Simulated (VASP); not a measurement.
# Bi (P6/mmm) in VASP: notebook

Bi is run at these levels: PBE; tasks: single point, relaxation of cell and atoms.

Everything below comes from runs of VASP 6.6.1. Logs are shortened: lines on timing, memory, paths and dates and some standing lists are left out, and cuts for length are marked.

### 1 The cell of the first run

The structure is hexagonal, space group P6/mmm (No. 191). Conventional cell: a = 3.434 Å, b = 3.434 Å, c = 3.304 Å, α = 90.00°, β = 90.00°, γ = 120.00°. Bi (site symmetry 6/mmm) has 8 Bi at 3.30 to 3.43 Å within 4.3 Å.

### 2 Single point, PBE

Contents of INCAR:

```
SYSTEM = Bi
PREC = Accurate ; ENCUT = 520
EDIFF = 1E-7 ; ISMEAR = 0
SIGMA = 0.1 ; LREAL = .FALSE.
LASPH = .TRUE. ; NELM = 60
ALGO = Fast ; ISIF = 2
LWAVE = .FALSE. ; LCHARG = .FALSE.
GGA = PE ; NBANDS = 14
```

Contents of KPOINTS:

```
regular mesh
0
G
  18 18 16
  0 0 0
```

Contents of POSCAR:

```
Bi
1.0
    3.4343540751      0.0000000000      0.0000000000
   -1.7171770375      2.9742378746      0.0000000000
    0.0000000000      0.0000000000      3.3036471274
Bi
1
Direct
    0.0000000000      0.0000000000      0.5000000000
```

Potentials or basis: VASP PAW PBE potentials, release 64 (Bi_d).

Started as:

```console
$ cat potpaw_PBE.64/Bi_d/POTCAR > POTCAR
$ mpirun -np 1 vasp_std > vasp.out
```

OUTCAR:

```text
SYSTEM = Bi
   PREC = Accurate
   ENCUT = 520
   EDIFF = 1E-7
   ISMEAR = 0
   LREAL = .FALSE.
   LASPH = .TRUE.
   NELM = 60
   ISIF = 2
   GGA = PE

 ion  position               nearest neighbor table
   1  0.000  0.000  0.500-

  LATTYP: Found a hexagonal cell.
 ALAT       =     3.4343540751
 C/A-ratio  =     0.9619413302

  Lattice vectors:

 A1 = (   3.4343540751,   0.0000000000,   0.0000000000)
 A2 = (  -1.7171770375,   2.9742378746,   0.0000000000)
 A3 = (   0.0000000000,   0.0000000000,   3.3036471274)

Analysis of symmetry for initial positions (statically):
=====================================================================
 Subroutine PRICEL returns:
 Original cell was already a primitive cell.

 Routine SETGRP: Setting up the symmetry group for a
 hexagonal supercell.

 Subroutine GETGRP returns: Found 24 space group operations
 (whereof 24 operations were pure point group operations)
 out of a pool of 24 trial point group operations.

The static configuration has the point symmetry D_6h.

Analysis of symmetry for dynamics (positions and initial velocities):
=====================================================================
 Subroutine PRICEL returns:
 Original cell was already a primitive cell.

 Routine SETGRP: Setting up the symmetry group for a
 hexagonal supercell.

 Subroutine GETGRP returns: Found 24 space group operations
 (whereof 24 operations were pure point group operations)
 out of a pool of 24 trial point group operations.

The dynamic configuration has the point symmetry D_6h.

 Subroutine INISYM returns: Found 24 space group operations
 (whereof 24 operations are pure point group operations),
 and found     1 'primitive' translations

----------------------------------------------------------------------------------------

                                     Primitive cell

  volume of cell :      33.7454

  direct lattice vectors                    reciprocal lattice vectors
     3.434354075  0.000000000  0.000000000     0.291175568  0.168110293  0.000000000
    -1.717177037  2.974237875  0.000000000     0.000000000  0.336220586  0.000000000
     0.000000000  0.000000000  3.303647127     0.000000000  0.000000000  0.302695767

  length of vectors
     3.434354075  3.434354075  3.303647127     0.336220586  0.336220586  0.302695767

  position of ions in fractional coordinates (direct lattice)
     0.000000000  0.000000000  0.500000000

  ion indices of the primitive-cell ions
[... 77 lines left out ...]
   NSW    =      0    number of steps for IOM
   IBRION =     -1    ionic relax: 0-MD 1-quasi-New 2-CG
   NFREE  =      0    steps in history (QN), initial steepest desc. (CG)
   ISIF   =      2    stress and relaxation
   ISYM   =      2    0-nonsym 1-usesym 2-fastsym
   POTIM  = 0.5000    time-step for ionic-motion
   TEBEG  =    0.0;   TEEND  =   0.0 temperature during run
   PSTRESS=    0.0 pullay stress
   NELECT =      15.0000    total number of electrons
   NUPDOWN=      -1.0000    fix difference up-down
   EMIN   =  10.00;   EMAX   =-10.00  energy-range for DOS
   EFERMI =   0.00;   METHOD = LEGACY
   ISMEAR =     0;   SIGMA  =   0.10  broadening in eV -4-tet -1-fermi 0-gaus
   EFERMI_NEDOS =   21; number of points for ismear=-14 and -15
   IALGO  =     68    algorithm
   IMIX   =      4    mixing-type and parameters
     AMIX     =   0.40;   BMIX     =  1.00
     AMIX_MAG =   1.60;   BMIX_MAG =  1.00
  volume/ion in A,a.u.               =      33.75       227.73
  Fermi-wavevector in a.u.,A,eV,Ry     =   1.249397  2.361018 21.238596  1.560993
  Thomas-Fermi vector in A             =   2.383439
   LORBIT       =      0    0 simple, 1 ext, 2 COOP (PROOUT), +10 PAW based schemes
   GGA     = PE    functional components
   LHFCALC =     F    Hartree Fock is set to
   AEXX    =    0.0000 exact exchange contribution
   IVDW    =     0    specifies the selected vdW correction
   LEPSILON=     F    determine dielectric tensor
   LRPA    =     F    only Hartree local field effects (RPA)
 non-spin polarized calculation
 RMM-DIIS sequential band-by-band and
 Gauss-broadening in eV      SIGMA  =   0.10
  energy-cutoff  :      520.00
  volume of cell :       33.75
 maximum number of plane-waves:       930
 NGX is ok and might be reduce to    28

 number of electron      15.0000003 magnetization

 Free energy of the ion-electron system (eV)
  ---------------------------------------------------
  ext. energy  EPLUGINS =         0.00000000
  ---------------------------------------------------
  free energy    TOTEN  =        -3.82807161 eV

  energy without entropy =       -3.82605534  energy(sigma->0) =       -3.82706347

 E-fermi :   6.8924     XC(G=0):  -9.8324

 val. band max:        6.8870789724   @ k =   0.2778   0.0000   0.5000
 cond. band min:       6.9621099020   @ k =   0.3889   0.0000   0.2500
 fundamental gap:      0.0750309297
 Fermi energy:         6.8924301212

 k-point     1 :       0.0000    0.0000    0.0000
  band No.  band energies     occupation
      1     -16.1338      2.00000
      2     -16.0321      2.00000
      3     -16.0321      2.00000
      4     -15.8676      2.00000
      5     -15.8676      2.00000
      6      -6.2689      2.00000
      7       9.5574      0.00000
      8      11.2308      0.00000
      9      11.2308      0.00000
     10      13.3829      0.00000
     11      15.3801      0.00000
     12      16.4032      0.00000
     13      17.6544      0.00000
     14      17.6544      0.00000
[... 377 lines left out ...]
      1     -16.0966      2.00000
      2     -15.9876      2.00000
      3     -15.9305      2.00000
      4     -15.8885      2.00000
      5     -15.8784      2.00000
      6      -3.8269      2.00000
      7       2.4192      2.00000
      8       7.1533      0.00023
      9      12.0814      0.00000
     10      14.3406      0.00000
     11      16.4197      0.00000
     12      18.0674      0.00000
     13      19.0533      0.00000
     14      21.7233      0.00000

 [... further k-points ...]
[... 5 lines left out ...]
  --------------------------------------------------------------------------------------
  -------------------------------------------------------------------------------------
  Total       -0.0152788     -0.0152788     -0.0120674     -0.0000000     -0.0000000      0.0000000
  in kB       -0.7254153     -0.7254153     -0.5729431     -0.0000000     -0.0000000      0.0000000
  external PRESSURE =      -0.6745912 kB  Pullay stress =       0.0000000 kB

 VOLUME and BASIS-vectors are now :
 -----------------------------------------------------------------------------
  energy-cutoff  :      520.00
  volume of cell :       33.75
      direct lattice vectors                 reciprocal lattice vectors
     3.434354075  0.000000000  0.000000000     0.291175568  0.168110293  0.000000000
    -1.717177037  2.974237875  0.000000000     0.000000000  0.336220586  0.000000000
     0.000000000  0.000000000  3.303647127     0.000000000  0.000000000  0.302695767

 POSITION                                       TOTAL-FORCE (eV/Angst)
 -----------------------------------------------------------------------------------
      0.00000      0.00000      1.65182         0.000000      0.000000      0.000000
 -----------------------------------------------------------------------------------
    total drift:                               -0.000000     -0.000000      0.000000

  FREE ENERGIE OF THE ION-ELECTRON SYSTEM (eV)
  ---------------------------------------------------
  free  energy   TOTEN  =        -3.8280716137 eV

  energy  without entropy=       -3.8260553360  energy(sigma->0) =       -3.82706347
```

stdout:

```text
POSCAR found type information on POSCAR Bi
 POSCAR found :  1 types and       1 ions
 scaLAPACK will be used
 LDA part: xc-table for (Slater+PW92), standard interpolation
 POSCAR, INCAR and KPOINTS ok, starting setup
 FFT: planning ... GRIDC
 FFT: planning ... GRID_SOFT
 FFT: planning ... GRID
 WAVECAR not read
 entering main loop
WARNING in EDDRMM: call to ZHEGV failed, returncode =   8  4     13
WARNING in EDDRMM: call to ZHEGV failed, returncode =   6  3     12
WARNING in EDDRMM: call to ZHEGV failed, returncode =   8  4     14
WARNING in EDDRMM: call to ZHEGV failed, returncode =   8  4     13
WARNING in EDDRMM: call to ZHEGV failed, returncode =   8  4     14
WARNING in EDDRMM: call to ZHEGV failed, returncode =   8  4     14
WARNING in EDDRMM: call to ZHEGV failed, returncode =   6  3     10
WARNING in EDDRMM: call to ZHEGV failed, returncode =   8  4     12
WARNING in EDDRMM: call to ZHEGV failed, returncode =   6  3     12
 num prob WARNING in EDDRMM: call to ZHEGV failed, returncode =   8  4     14
 num prob  num prob  num prob  num prob WARNING in EDDRMM: call to ZHEGV failed, returncode =   8  4     13
 num prob  num prob  num prob WARNING in EDDRMM: call to ZHEGV failed, returncode =   6  3     14
 num prob  num prob RMM:  14    -0.382807161371E+01   -0.83255E-07   -0.17095E-07  7001   0.398E-03
```

Run time: 95 s. Hardware: 1 thread of Intel Xeon Platinum 8488C (Sapphire Rapids), shared host; peak memory 0.26 GiB.

What came out:

```yaml
Free_energy: -3.8281 eV
Pressure: -0.1 GPa
```

Caveat: spin-orbit coupling is left out, which moves the levels of the heavy elements.

### 3 Relaxation of cell and atoms, PBE

This run uses another cell than the first one: it holds 2 atoms, not 1.

Contents of INCAR:

```
SYSTEM = Bi
  PREC = Accurate
  ENCUT = 600
  EDIFF = 1E-6
  ISMEAR = 0
  SIGMA = 0.1
  LREAL = .False.
  LASPH = .True.
  NELM = 80
  ALGO = Fast
  ISIF = 3
  LWAVE = .False.
  LCHARG = .False.
  GGA = PE
  IBRION = 2
  NSW = 90
  EDIFFG = -0.04
```

Contents of KPOINTS:

```
Automatic mesh
0
Gamma
  6 6 4
  0 0 0
```

Contents of POSCAR:

```
Bi
1.0
    3.5875145600      0.0000000000      0.0000000000
   -1.7937572800      3.1068787400      0.0000000000
    0.0000000000      0.0000000000      6.7658814000
Bi
2
Direct
    0.0000000000      0.0000000000      0.7531790000
    0.0000000000      0.0000000000      0.2468210000
```

Potentials or basis: VASP PAW PBE potentials, release 64 (Bi_d).

Started as:

```console
$ cat potpaw_PBE.64/Bi_d/POTCAR > POTCAR
$ mpirun -np 1 vasp_std > vasp.out
```

It took 2 min on 1 thread of Intel Xeon Platinum 8488C (Sapphire Rapids), shared host; peak memory 0.22 GiB.

The run converged. Its results:

```
Free energy                            : -7.6318 eV
Relaxed volume                         : 33.68 Å³/atom
Relaxed cell                           : a = 3.450 Å, b = 3.450 Å, c = 6.537 Å, α = 90.00°, β = 90.00°, γ = 120.00°
Space group after relaxing (to 0.05 Å) : P6/mmm (No. 191)
Energy gained by relaxing              : 62.0 meV/atom
Ionic steps                            : 7
Pressure after relaxing                : 0.0 GPa
Largest force after relaxing           : 0.037 eV/Å
Band gap on the k mesh                 : zero (band 15 reaches 11.84 eV, above the bottom of band 16 at 4.41 eV)
```

Forces on the atoms (eV/Å):
```
Bi   0.000  0.000 -0.037
Bi   0.000  0.000  0.037
```

Stress tensor (GPa, compression positive):
```
-0.09  0.00  0.00
 0.00 -0.09  0.00
 0.00  0.00  0.07
```

The path:
```
step  energy change (eV)  largest force (eV/Å)  pressure (GPa)  volume (Å³)
   1              0.0000                0.0252           -4.32        75.41
   2             -0.1072                0.0552            2.03        64.85
   3             -0.1232                0.0473           -0.17        67.35
   4             -0.1232                0.0472            0.05        67.20
   5             -0.1236                0.0462            0.18        67.05
   6             -0.1237                0.0521            0.16        67.10
   7             -0.1240                0.0367           -0.04        67.36
```

Final structure:
```yaml
crystal:
  lattice:
    - [3.44963, 0.00000, 0.00000]
    - [-1.72482, 2.98747, 0.00000]
    - [0.00000, 0.00000, 6.53656]
  atoms:
    - { symbol: Bi, position: [0.00000, 0.00000, 0.75243] }
    - { symbol: Bi, position: [0.00000, 0.00000, 0.24757] }
```

Levels at points of the mesh, in eV from the Fermi level:
```
           k point  band 11  band 12  band 13  band 14  band 15  band 16  band 17  band 18  band 19
(0.00, 0.00, 0.00)   -13.19   -11.36    -5.07     2.91     4.15     4.15     6.01     6.01     6.68
(0.50, 0.00, 0.00)   -10.77    -8.95    -4.90    -3.10    -2.64     1.42     2.89     3.17     5.39
(0.00, 0.00, 0.50)   -12.52   -12.42    -2.04    -1.91     4.91     4.91     5.00     5.00     8.61
(0.50, 0.00, 0.50)   -10.11   -10.00    -4.20    -4.12     0.50     0.67     2.12     2.21     5.50
```

Caveat: spin-orbit coupling is left out, which moves the levels of the heavy elements.

(Continued in part 2 of 2.)
